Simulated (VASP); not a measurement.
# PbS in VASP: notebook, part 2 of 2

VASP 6.6.1.

**3. Electric field gradients, PBE (equal xy, yz and zx shear strains of -1 %)**

Input file INCAR:

```
PREC = Accurate
ENCUT = 520
EDIFF = 1E-8
ISMEAR = -1
SIGMA = 0.01
LREAL = False
LASPH = True
NELM = 80
ALGO = Normal
ISIF = 2
LWAVE = False
LCHARG = False
GGA = PE
LEFG = True
NBANDS = 28
```

Input file KPOINTS:

```
regular mesh
0
Gamma
  7 7 3
```

Input file POSCAR:

```
PbS
1.0
    2.9550000000     -2.9147025000     -0.0002025000
    2.9260000000      2.8852975000     -0.0292025000
   -1.1385964500     -0.0531462000     11.7146902500
Pb S
2 2
Direct
    0.7756000000      0.7756000000      0.6363800000
    0.2244000000      0.2244000000      0.3636200000
    0.2684000000      0.2684000000      0.5986000000
    0.7316000000      0.7316000000      0.4014000000
```

Potentials or basis: VASP PAW PBE potentials, release 64 (Pb_d, S).

Command:

```console
$ cat potpaw_PBE.64/Pb_d/POTCAR potpaw_PBE.64/S/POTCAR > POTCAR
$ mpirun -np 1 vasp_std > vasp.out
```

OUTCAR:

```text
PREC = Accurate
   ENCUT = 520
   EDIFF = 1E-8
   ISMEAR = -1
   LREAL = False
   LASPH = True
   NELM = 80
   ISIF = 2
   GGA = PE

 ion  position               nearest neighbor table
   1  0.776  0.776  0.636-   4 2.75   3 2.93   3 2.94   3 2.97   3 2.98
   2  0.224  0.224  0.364-   3 2.75   4 2.93   4 2.94   4 2.97   4 2.98
   3  0.268  0.268  0.599-   2 2.75   1 2.93   1 2.94   1 2.97   1 2.98
   4  0.732  0.732  0.401-   1 2.75   2 2.93   2 2.94   2 2.97   2 2.98

  LATTYP: Found a triclinic cell.
 ALAT       =     4.1094124214
 B/A-ratio  =     1.4114292759
 C/A-ratio  =     2.8641594672
 COS(alpha) =     0.0090079784
 COS(beta)  =     0.0791222930
 COS(gamma) =     0.6985771810

  Lattice vectors:

 A1 = (  -2.9260000000,  -2.8852975000,   0.0292025000)
 A2 = (   0.0290000000,  -5.8000000000,   0.0290000000)
 A3 = (  -1.1385964500,  -0.0531462000,  11.7146902500)

[... 949 lines left out ...]
 POSITION                                       TOTAL-FORCE (eV/Angst)
 -----------------------------------------------------------------------------------
      3.83672     -0.05663      7.43219         0.001417      0.004629     -0.410366
      0.90568     -0.02592      4.25310        -0.001417     -0.004629      0.410366
      0.89690     -0.03971      7.00452         0.023185      0.026931     -0.065610
      3.84551     -0.04285      4.68076        -0.023185     -0.026931      0.065610
 -----------------------------------------------------------------------------------
    total drift:                                0.000000      0.000000      0.000000

  FREE ENERGIE OF THE ION-ELECTRON SYSTEM (eV)
  ---------------------------------------------------
  free  energy   TOTEN  =       -17.1820743147 eV

  energy  without entropy=      -17.1820743147  energy(sigma->0) =      -17.18207431

 Electric field gradients (V/A^2)
---------------------------------------------------------------------
 ion       V_xx      V_yy      V_zz      V_xy      V_xz      V_yz
---------------------------------------------------------------------
   1      95.460    38.355  -133.815     0.983    -1.001    -1.801
   2      95.460    38.355  -133.815     0.983    -1.001    -1.801
   3       0.332    -1.482     1.150    -1.869    -1.343    -1.608
   4       0.332    -1.482     1.150    -1.869    -1.343    -1.608
---------------------------------------------------------------------

 Electric field gradients after diagonalization (V/A^2)
 (convention: |V_zz| > |V_xx| > |V_yy|)
----------------------------------------------------------------------
 ion       V_xx      V_yy      V_zz     asymmetry (V_yy - V_xx)/ V_zz
----------------------------------------------------------------------
   1      95.482    38.356  -133.838       0.427
   2      95.482    38.356  -133.838       0.427
   3       2.167     1.403    -3.569       0.214
   4       2.167     1.403    -3.569       0.214
----------------------------------------------------------------------

           NMR quadrupolar parameters

 Cq : quadrupolar parameter    Cq=e*Q*V_zz/h
 eta: asymmetry parameters     (V_yy - V_xx)/ V_zz
 Q  : nuclear electric quadrupole moment in mb (millibarn)
----------------------------------------------------------------------
 ion       Cq(MHz)       eta       Q (mb)
----------------------------------------------------------------------
   1      -0.324       0.427       1.000
   2      -0.324       0.427       1.000
   3      -0.009       0.214       1.000
   4      -0.009       0.214       1.000
----------------------------------------------------------------------
```

OSZICAR:

```text
N       E                     dE             d eps       ncg     rms          rms(c)
DAV:   1     0.405910491460E+03    0.40591E+03   -0.17751E+04  4200   0.130E+03
DAV:   2     0.326191821466E+02   -0.37329E+03   -0.36254E+03  4424   0.350E+02
DAV:   3    -0.162554147101E+02   -0.48875E+02   -0.48109E+02  5504   0.150E+02
DAV:   4    -0.184934233436E+02   -0.22380E+01   -0.22284E+01  4812   0.386E+01
[... 13 lines left out ...]
DAV:  18    -0.171820743354E+02   -0.55441E-06   -0.54300E-07  3876   0.361E-03    0.213E-03
DAV:  19    -0.171820743497E+02   -0.14290E-07   -0.33555E-08  4836   0.113E-03    0.914E-04
DAV:  20    -0.171820743363E+02    0.13360E-07   -0.36875E-09  3516   0.362E-04    0.348E-04
DAV:  21    -0.171820743151E+02    0.21199E-07   -0.29733E-09  3612   0.391E-04    0.189E-04
DAV:  22    -0.171820743147E+02    0.39108E-09   -0.43722E-10  2940   0.167E-04
   1 F= -.17182074E+02 E0= -.17182074E+02  d E =-.644025E-11
```

stdout:

```text
POSCAR found type information on POSCAR PbS
 POSCAR found :  2 types and       4 ions
 scaLAPACK will be used
 LDA part: xc-table for (Slater+PW92), standard interpolation
 POSCAR, INCAR and KPOINTS ok, starting setup
 FFT: planning ... GRIDC
 FFT: planning ... GRID_SOFT
 FFT: planning ... GRID
 WAVECAR not read
 entering main loop
ion   1
     0.0000688    -0.0344502    -0.0207371    -1.1142056    -0.0176371    -0.0714745
     0.0000947    -0.0344502    -0.0207371    -1.1142055    -0.0176371    -0.0714745
     0.0001304    -0.0344502    -0.0207371    -1.1142055    -0.0176371    -0.0714745
     0.0001796    -0.0344502    -0.0207371    -1.1142054    -0.0176371    -0.0714745

     0.0000688    -0.8797969     1.6548485   106.0302994     0.9223140   -26.1034343
     0.0000947    -0.8801905     1.6528907   105.9113810     0.9210327   -26.0849979
     0.0001304    -0.8808258     1.6499115   105.7303622     0.9190777   -26.0572638
     0.0001796    -0.8818427     1.6453980   105.4560278     0.9161078   -26.0157260
[... 23 lines left out ...]
ion   4
     0.0000369     0.1102903     0.0942892    -0.0852140     0.0788432    -0.1035691
     0.0000508     0.1102903     0.0942891    -0.0852140     0.0788432    -0.1035691
     0.0000700     0.1102903     0.0942891    -0.0852140     0.0788432    -0.1035691
     0.0000964     0.1102903     0.0942891    -0.0852140     0.0788432    -0.1035690

     0.0000369     1.7304282     1.4916318    -1.0808717     1.2457460    -0.9154915
     0.0000508     1.7304252     1.4916292    -1.0808699     1.2457439    -0.9154901
     0.0000700     1.7304202     1.4916248    -1.0808668     1.2457403    -0.9154876
     0.0000964     1.7304120     1.4916177    -1.0808617     1.2457343    -0.9154835
```

Wall time 13 min (1 thread of Intel Xeon 8259CL, shared host); peak memory 0.52 GiB.

Results:

| Property | Result |
| --- | --- |
| Free energy | -17.1821 eV |
| Largest force | 0.410 eV/Å |
| Band gap on the k mesh | 1.27 eV |
| Largest electric field gradient by atom | Pb -133.8; S -3.6 V/Å² |

Forces on the atoms (eV/Å):
```
Pb   0.001  0.005 -0.410
Pb  -0.001 -0.005  0.410
S    0.023  0.027 -0.066
S   -0.023 -0.027  0.066
```

Electric field gradients, principal values (V/Å²):
| atom | least | middle | greatest (by size) |
| --- | --- | --- | --- |
| 1 Pb | 38.356 | 95.482 | -133.838 |
| 2 Pb | 38.356 | 95.482 | -133.838 |
| 3 S | 1.403 | 2.167 | -3.569 |
| 4 S | 1.403 | 2.167 | -3.569 |

Caveat: the cell differs from its parent crystal (equal xy, yz and zx shear strains of -1 %); there is no dipole correction, which matters where the two faces differ; without QUAD_EFG the Cq values of the log hold for a quadrupole moment of 1 mb, not for the nuclei; spin-orbit coupling is left out, which moves the levels of the heavy elements.
